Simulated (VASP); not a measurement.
Input of a VASP 6.6.1 run:

File INCAR:

```
PREC     = Accurate       # precision mode
ENCUT    = 400            # plane-wave cutoff, eV
EDIFF    = 1E-6           # SCF threshold, eV
ISMEAR   = -1             # smearing method
SIGMA    = 0.1448         # smearing width, eV
LREAL    = Auto         
LASPH    = T              # aspherical terms in the spheres
NELM     = 120            # most SCF steps
ALGO     = Normal         # electronic algorithm
ISIF     = 2              # what is computed and relaxed
LWAVE    = F              # write WAVECAR
LCHARG   = F              # write CHGCAR
GGA      = PE             # functional
ISYM     = -1           
NBANDS   = 128            # bands
GGA_COMPAT= F
```

The input KPOINTS:

```
explicit points
1
Reciprocal
  0.25000000   0.25000000   0.25000000 1
```

Contents of POSCAR:

```
Ti7Cu5Ni4Ag4
1.0
    6.7185500000      0.1110650000      0.1315620000
    0.1110650000      6.6664200000      0.2049450000
    0.1315620000      0.2049450000      6.4951710000
Ti Cu Ni Ag
7 5 4 4
Direct
    0.7170855081      0.2054443001      0.0122564924
    0.9459760202      0.8777364486      0.9040833269
    0.3715966262      0.8625627438      0.1609655978
    1.0024763132      0.6192751595      0.2519342237
    0.1900240784      0.6809805689      0.8045987534
    0.1974975700      0.0988427774      0.8869865769
    0.7916007330      0.1982086259      0.5848638254
    0.5711421317      0.9693320858      0.7316562773
    0.6522967124      0.4720169323      0.3109055989
    0.4958285671      0.1654730491      0.4348042458
    0.4744757027      0.3605963505      0.7177956683
    0.0213111731      0.1945008883      0.2222570083
    0.9612292773      0.4086058949      0.9108422270
    0.4155302910      0.7234196882      0.4967266845
    0.8068711424      0.6362722370      0.5812188170
    0.1198931320      0.9279227981      0.4384491928
    0.6344527064      0.6280122399      0.8919717686
    0.7399074209      0.9098283416      0.3303682891
    0.3527996497      0.4109589163      0.1033182956
    0.1560921411      0.3281006809      0.5510682647
```

Potentials or basis: VASP PAW PBE potentials, release 64 (Ti_sv, Cu, Ni, Ag).

Command:

```bash
$ cat potpaw_PBE.64/Ti_sv/POTCAR potpaw_PBE.64/Cu/POTCAR potpaw_PBE.64/Ni/POTCAR potpaw_PBE.64/Ag/POTCAR > POTCAR
$ mpirun -np 1 vasp_std > vasp.out
```

Problem. Estimate the band gap on the k mesh.

Solution. Zero (an odd number of electrons rules out a gap without spin polarisation).

Problem. Predict the largest force.

Solution. 3.631 eV/Å.

Problem. Predict the pressure.

Solution. 7.8 GPa.

Forces on the atoms (eV/Å):
```
Ti  -1.589 -0.706  0.263
Ti  -2.367  0.073  0.351
Ti   0.217  0.033  0.095
Ti   0.957 -0.278  0.477
Ti   1.126 -0.606 -1.318
Ti   1.328  1.402 -0.834
Ti   3.231  1.314  0.396
Cu  -1.312 -1.001  0.968
Cu  -0.056  0.605  0.057
Cu  -2.946 -0.450 -2.074
Cu   0.142  0.561  0.437
Cu   0.272  0.216 -0.231
Ni   0.623  0.376 -0.601
Ni   0.698 -0.617  0.354
Ni   2.123 -0.808 -0.490
Ni  -0.333 -0.739  1.175
Ag  -0.989  0.065  2.701
Ag   0.110 -0.231 -1.408
Ag  -1.118 -0.469  0.673
Ag  -0.116  1.262 -0.992
```

Caveat: the atoms stand as in a frame of molecular dynamics. Spin polarisation is off, so any magnetic state and its effect on volume and gap are missing.
